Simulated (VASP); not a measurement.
# Ba (P6_3/mmc) in VASP: notebook

Ba is run at these levels: PBE; tasks: single point.

Everything below comes from runs of VASP 6.6.1. Logs are shortened: lines on timing, memory, paths and dates and some standing lists are left out, and cuts for length are marked.

## 1. The cell of the first run

It takes space group P6_3/mmc (No. 194, hexagonal). Conventional cell: a = 4.664 Å, b = 4.664 Å, c = 15.168 Å, α = 90.00°, β = 90.00°, γ = 120.00°.

This isn't the form of Ba at room conditions, which is bcc.

## 2. Single point, PBE (Ca replaced by Ba, lengths x 1.133, strained)

INCAR reads:

```
PREC     = Accurate       # precision mode
ENCUT    = 520            # plane-wave cutoff, eV
EDIFF    = 1E-7           # SCF threshold, eV
ISMEAR   = 0              # smearing method
SIGMA    = 0.1            # smearing width, eV
LREAL    = False          # projectors in reciprocal space
LASPH    = True           # aspherical terms in the spheres
NELM     = 100            # most SCF steps
ALGO     = Normal         # electronic algorithm
ISIF     = 2              # what is computed and relaxed
LWAVE    = False          # write WAVECAR
LCHARG   = True           # write CHGCAR
GGA      = PE             # functional
LELF     = True           # ELF
LVHAR    = True         
NBANDS   = 28             # bands
```

KPOINTS reads:

```
regular mesh
0
Gamma
  6 6 2
```

POSCAR reads:

```
Ba
1.0
    4.6643343110      0.0000000000      0.0000000000
   -2.3321671554      4.0394320050      0.0000000000
    0.0000000000      0.0000000000     15.1677703586
Ba
4
Direct
    0.0000000000      0.0000000000      0.0000000000
    0.3333333300      0.6666666700      0.2500000000
    0.0000000000      0.0000000000      0.5000000000
    0.6666666700      0.3333333300      0.7500000000
```

Potentials or basis: VASP PAW PBE potentials, release 64 (Ba_sv).

The run is started by

```console
$ cat potpaw_PBE.64/Ba_sv/POTCAR > POTCAR
$ mpirun -np 1 vasp_std > vasp.out
```

OUTCAR:

```text
PREC = Accurate
   ENCUT = 520
   EDIFF = 1E-7
   ISMEAR = 0
   LREAL = False
   LASPH = True
   NELM = 100
   ISIF = 2
   GGA = PE

 ion  position               nearest neighbor table
   1  0.000  0.000  0.000-   2 4.65   4 4.65   2 4.65   4 4.65   4 4.65   2 4.65
   2  0.333  0.667  0.250-   1 4.65   3 4.65   1 4.65   3 4.65   1 4.65   3 4.65
   3  0.000  0.000  0.500-   2 4.65   4 4.65   2 4.65   4 4.65   4 4.65   2 4.65
   4  0.667  0.333  0.750-   1 4.65   3 4.65   1 4.65   3 4.65   1 4.65   3 4.65

  LATTYP: Found a hexagonal cell.
 ALAT       =     4.6643343110
 C/A-ratio  =     3.2518617550

  Lattice vectors:

 A1 = (   4.6643343110,   0.0000000000,   0.0000000000)
 A2 = (  -2.3321671554,   4.0394320050,   0.0000000000)
 A3 = (   0.0000000000,   0.0000000000,  15.1677703586)

Analysis of symmetry for initial positions (statically):
=====================================================================
 Subroutine PRICEL returns:
 Original cell was already a primitive cell.

 Routine SETGRP: Setting up the symmetry group for a
 hexagonal supercell.

 Subroutine GETGRP returns: Found 24 space group operations
 (whereof 12 operations were pure point group operations)
 out of a pool of 24 trial point group operations.

The static configuration has the point symmetry D_3d.
 The point group associated with its full space group is D_6h.

Analysis of symmetry for dynamics (positions and initial velocities):
=====================================================================
 Subroutine PRICEL returns:
 Original cell was already a primitive cell.

 Routine SETGRP: Setting up the symmetry group for a
 hexagonal supercell.

 Subroutine GETGRP returns: Found 24 space group operations
 (whereof 12 operations were pure point group operations)
 out of a pool of 24 trial point group operations.

The dynamic configuration has the point symmetry D_3d.
 The point group associated with its full space group is D_6h.

 Subroutine INISYM returns: Found 24 space group operations
 (whereof 12 operations are pure point group operations),
 and found     1 'primitive' translations

----------------------------------------------------------------------------------------

                                     Primitive cell

  volume of cell :     285.7799

[... 79 lines left out ...]
   ENCUT  =  520.0 eV  38.22 Ry    6.18 a.u.   8.67  8.67 28.20*2*pi/ulx,y,z
   NELM   =    100;   NELMIN=  2; NELMDL= -5     # of ELM steps
   EDIFF  = 0.1E-06   stopping-criterion for ELM
   LREAL  =      F    real-space projection
   EDIFFG = 0.1E-05   stopping-criterion for IOM
   NSW    =      0    number of steps for IOM
   IBRION =     -1    ionic relax: 0-MD 1-quasi-New 2-CG
   NFREE  =      0    steps in history (QN), initial steepest desc. (CG)
   ISIF   =      2    stress and relaxation
   ISYM   =      2    0-nonsym 1-usesym 2-fastsym
   POTIM  = 0.5000    time-step for ionic-motion
   TEBEG  =    0.0;   TEEND  =   0.0 temperature during run
   PSTRESS=    0.0 pullay stress
   NELECT =      40.0000    total number of electrons
   NUPDOWN=      -1.0000    fix difference up-down
   EMIN   =  10.00;   EMAX   =-10.00  energy-range for DOS
   EFERMI =   0.00;   METHOD = LEGACY
   ISMEAR =     0;   SIGMA  =   0.10  broadening in eV -4-tet -1-fermi 0-gaus
   EFERMI_NEDOS =   21; number of points for ismear=-14 and -15
   IALGO  =     38    algorithm
   IMIX   =      4    mixing-type and parameters
     AMIX     =   0.40;   BMIX     =  1.00
     AMIX_MAG =   1.60;   BMIX_MAG =  1.00
  volume/ion in A,a.u.               =      71.44       482.13
  Fermi-wavevector in a.u.,A,eV,Ry     =   0.849997  1.606262  9.830149  0.722496
  Thomas-Fermi vector in A             =   1.965906
   LORBIT       =      0    0 simple, 1 ext, 2 COOP (PROOUT), +10 PAW based schemes
   GGA     = PE    functional components
   LHFCALC =     F    Hartree Fock is set to
   AEXX    =    0.0000 exact exchange contribution
   IVDW    =     0    specifies the selected vdW correction
   LEPSILON=     F    determine dielectric tensor
   LRPA    =     F    only Hartree local field effects (RPA)
 non-spin polarized calculation
 Gauss-broadening in eV      SIGMA  =   0.10
  energy-cutoff  :      520.00
  volume of cell :      285.78
 maximum number of plane-waves:      7721
 NGX is ok and might be reduce to    36
   NGX = 17   NGY = 17   NGZ = 57

 number of electron      40.0000000 magnetization

 Free energy of the ion-electron system (eV)
  ---------------------------------------------------
  ext. energy  EPLUGINS =         0.00000000
  ---------------------------------------------------
  free energy    TOTEN  =        -7.48187670 eV

  energy without entropy =       -7.42546068  energy(sigma->0) =       -7.45366869

 E-fermi :   1.3419     XC(G=0):  -7.0183

 val. band max:        1.3404378823   @ k =   0.5000  -0.0000   0.5000
 cond. band min:       1.3745363644   @ k =   0.3333   0.1667   0.0000
 fundamental gap:      0.0340984821
 Fermi energy:         1.3419027965

 k-point     1 :       0.0000    0.0000    0.0000
  band No.  band energies     occupation
      1     -27.8351      2.00000
      2     -27.8272      2.00000
      3     -27.8185      2.00000
      4     -27.8106      2.00000
      5     -13.1488      2.00000
      6     -13.0046      2.00000
[... 423 lines left out ...]
     27       2.1370      0.00000
     28       2.1370      0.00000

------------------------ aborting loop because EDIFF is reached ----------------------------------------

  FORCE on cell =-STRESS in cart. coord.  units (eV):
  Direction    XX          YY          ZZ          XY          YZ          ZX
  --------------------------------------------------------------------------------------
  -------------------------------------------------------------------------------------
  Total       -1.3227637     -1.3227637     -1.3267162     -0.0000000      0.0000000      0.0000000
  in kB       -7.4158534     -7.4158534     -7.4380121     -0.0000000      0.0000000      0.0000000
  external PRESSURE =      -7.4232396 kB  Pullay stress =       0.0000000 kB

 VOLUME and BASIS-vectors are now :
 -----------------------------------------------------------------------------
  energy-cutoff  :      520.00
  volume of cell :      285.78
      direct lattice vectors                 reciprocal lattice vectors
     4.664334311  0.000000000  0.000000000     0.214392866  0.123779779  0.000000000
    -2.332167155  4.039432005  0.000000000     0.000000000  0.247559558  0.000000000
     0.000000000  0.000000000 15.167770359     0.000000000  0.000000000  0.065929268

 POSITION                                       TOTAL-FORCE (eV/Angst)
 -----------------------------------------------------------------------------------
      0.00000      0.00000      0.00000         0.000000      0.000000      0.000000
     -0.00000      2.69295      3.79194         0.000000      0.000000      0.000000
      0.00000      0.00000      7.58389         0.000000      0.000000      0.000000
      2.33217      1.34648     11.37583        -0.000000      0.000000      0.000000
 -----------------------------------------------------------------------------------
    total drift:                               -0.000000      0.000000     -0.000000

  FREE ENERGIE OF THE ION-ELECTRON SYSTEM (eV)
  ---------------------------------------------------
  free  energy   TOTEN  =        -7.4818767027 eV

  energy  without entropy=       -7.4254606841  energy(sigma->0) =       -7.45366869
```

OSZICAR:

```text
N       E                     dE             d eps       ncg     rms          rms(c)
DAV:   1     0.324178388686E+03    0.32418E+03   -0.15803E+04   784   0.115E+03
DAV:   2     0.194727007901E+02   -0.30471E+03   -0.29984E+03  1132   0.224E+02
DAV:   3    -0.650846211967E+01   -0.25981E+02   -0.25713E+02  1116   0.694E+01
DAV:   4    -0.746267588109E+01   -0.95421E+00   -0.94849E+00  1176   0.108E+01
DAV:   5    -0.747967657057E+01   -0.17001E-01   -0.16948E-01  1076   0.160E+00    0.287E+00
DAV:   6    -0.747983172563E+01   -0.15516E-03   -0.17188E-02  1088   0.846E-01    0.171E+00
DAV:   7    -0.748151931282E+01   -0.16876E-02   -0.21767E-02   916   0.129E+00    0.903E-02
DAV:   8    -0.748178348240E+01   -0.26417E-03   -0.70404E-04  1192   0.134E-01    0.480E-02
DAV:   9    -0.748186547051E+01   -0.81988E-04   -0.11124E-04   940   0.518E-02    0.130E-02
DAV:  10    -0.748187568480E+01   -0.10214E-04   -0.13662E-05  1028   0.222E-02    0.386E-03
DAV:  11    -0.748187723850E+01   -0.15537E-05   -0.18235E-06  1136   0.664E-03    0.161E-03
DAV:  12    -0.748187660426E+01    0.63424E-06   -0.20662E-07   712   0.237E-03    0.552E-04
DAV:  13    -0.748187670273E+01   -0.98464E-07   -0.21897E-08   576   0.100E-03
   1 F= -.74818767E+01 E0= -.74536687E+01  d E =-.564160E-01
```

Wall time 66 s (1 thread of Intel Xeon 6975P-C (Granite Rapids), shared host); peak memory 0.4 GiB.

What came out:

* Free energy: -7.4819 eV
* Pressure: -0.7 GPa
* Band gap on the k mesh: zero (bands 20 and 21 overlap by 0.04 eV)

Caveat: the cell differs from its parent crystal (Ca replaced by Ba, lengths x 1.133, strained); spin-orbit coupling is left out, which moves the levels of the heavy elements.

(Part 1 of 2 ends here.)
